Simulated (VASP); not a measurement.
Runs of VASP 6.6.1 on I. The structure is that of space group I4/mmm (No. 139), or close to it. The cells are those of the table. 

```csv
level,cell,gap on the mesh (eV),pressure (GPa)
RPBE+D4,"a = 4.133, b = 4.132, c = 3.187 Å, angles 67.3, 67.3, 45.4°, 1 atom",none,-0.1
r2SCAN,"a = 3.632, b = 3.586, c = 3.001 Å, angles 66.2, 64.6, 49.1°, 1 atom",none,(a)
r2SCAN,"a = 3.484, b = 3.455, c = 2.950 Å, angles 65.3, 64.3, 50.3°, 1 atom",none,29.9
revPBE+D3(BJ),"a = 4.206, b = 4.199, c = 3.189 Å, angles 67.8, 67.6, 44.6°, 1 atom",none,-0.1
r2SCAN,"a = 3.817, b = 3.817, c = 3.079 Å, angles 66.2, 66.2, 47.6°, 1 atom",none,9.9
r2SCAN,"a = 3.999, b = 3.999, c = 3.136 Å, angles 66.9, 66.9, 46.2°, 1 atom",none,4.9
revPBE+D4,"a = 4.213, b = 4.206, c = 3.194 Å, angles 67.8, 67.6, 44.6°, 1 atom",none,-0.1
```

Alike in all rows: task single point; potentials or basis VASP PAW PBE potentials, release 64 (I); no spin polarisation; k mesh 9 × 9 × 9; cutoff (eV) 520; smearing fermi-dirac 0.05 eV.

Question: Estimate the missing entries.

Answer: (a) 19.9.

Caveats: the PAW data sets were made with another functional, which shifts forces and pressure a little; spin-orbit coupling is left out, which moves the levels of the heavy elements; an odd number of electrons without spin polarisation forces a metal; a magnetic or distorted state may lie lower; the cell stands under pressure (at least some runs).

A k mesh can miss the band edges, and the runs leave out spin-orbit coupling on I.

A gap of «none» marks levels without a gap at the run's occupations.
